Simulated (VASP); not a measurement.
CuO:

```
Cu O
1.0
     1.99097   -2.15355    0.00000
     1.99097    2.15355    0.00000
     0.00000    0.00000    5.15593
Cu O
2 2
Direct
  0.50000 0.00000 0.00000
  0.00000 0.50000 0.50000
  0.50000 0.50000 0.25000
  0.50000 0.50000 0.75000
```

* Program: VASP 6.6.1
* Task: relaxation of cell and atoms
* Functional: PBEsol
* Potentials or basis: VASP PAW PBE potentials, release 64 (Cu, O)
* Cutoff: 600 eV
* k mesh: 9 × 9 × 5
* Occupations: fermi-dirac, width 0.05 eV
* Spin: no spin polarisation

At the start: pressure -5.4 GPa; volume 11.05 Å³/atom.

Problem. How do energy, volume and symmetry change on relaxing?

Solution. Over 19 steps the energy falls by 7.9 meV/atom and the volume is 10.70 Å³/atom (-3.2 %); space group P4_2/mmc (No. 131, to 0.05 Å).

The path:
| step | energy change (eV) | largest force (eV/Å) | pressure (GPa) | volume (Å³) |
| --- | --- | --- | --- | --- |
| 1 | 0.0000 | 0.0000 | -5.44 | 44.21 |
| 2 | -0.0143 | 0.0000 | 4.06 | 41.86 |
| 3 | -0.0263 | 0.0000 | -0.07 | 42.78 |
| 4 | -0.0263 | 0.0000 | 0.02 | 42.75 |
| 5 | -0.0269 | 0.0000 | 0.03 | 42.72 |
| 6 | -0.0278 | 0.0000 | 0.37 | 42.64 |
| 7 | -0.0282 | 0.0000 | -0.34 | 42.75 |
| 8 | -0.0283 | 0.0000 | -0.29 | 42.78 |
| 9 | -0.0283 | 0.0000 | -0.69 | 42.84 |
| 10 | -0.0283 | 0.0000 | -0.55 | 42.82 |
| 11 | -0.0285 | 0.0000 | -0.42 | 42.82 |
| 12 | -0.0293 | 0.0000 | -0.32 | 42.84 |
| 13 | -0.0304 | 0.0000 | -0.43 | 42.88 |
| 14 | -0.0315 | 0.0000 | -0.43 | 42.93 |
| 15 | -0.0315 | 0.0000 | 0.30 | 42.75 |
| 16 | -0.0316 | 0.0000 | -0.01 | 42.83 |
| 17 | -0.0316 | 0.0000 | 0.06 | 42.82 |
| 18 | -0.0316 | 0.0000 | 0.00 | 42.82 |
| 19 | -0.0316 | 0.0000 | 0.05 | 42.82 |

Final structure:
```xyz
4
Lattice="2.0457 -2.0535 0.0000 2.0457 2.0535 0.0000 0.0000 0.0000 5.0962" Properties=species:S:1:pos:R:3 pbc="T T T"
Cu    1.0229   -1.0267    0.0000
Cu    1.0229    1.0267    2.5481
O     2.0457    0.0000    1.2740
O     2.0457    0.0000    3.8221
```

Caveat: the PAW data sets were made with another functional, which shifts forces and pressure a little.
